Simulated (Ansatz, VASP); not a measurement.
**Cd in VASP and in Ansatz**

```xyz
1
Lattice="-1.7706 1.7706 1.7706 1.7706 -1.7706 1.7706 1.7706 1.7706 -1.7706" Properties=species:S:1:pos:R:3 pbc="T T T"
Cd    0.0000    0.0000    0.0000
```

Alike in both runs: task single point; functional PBEsol; k mesh 14 × 14 × 14; occupations fermi-dirac, width 0.1 eV; no spin polarisation.

|  | VASP | Ansatz |
| --- | --- | --- |
| version | VASP 6.6.1 | Ansatz 0.2.0 |
| potentials or method | VASP PAW PBE potentials, release 64 (Cd), cutoff 520 eV | plane waves (420 eV) with PAW, scalar-relativistic |
| valence electrons in the cell | 12 | 20 |

|  | VASP | Ansatz | Ansatz less VASP |
| --- | --- | --- | --- |
| pressure (GPa) | -1.6 | -1.9 | -0.26 |

VASP's potentials were made for PBE, not for PBEsol, and Ansatz warns of the same on its side. VASP's potentials hold 12 valence electrons a cell and Ansatz's 20, so a difference there can come from the potentials and not from the codes.
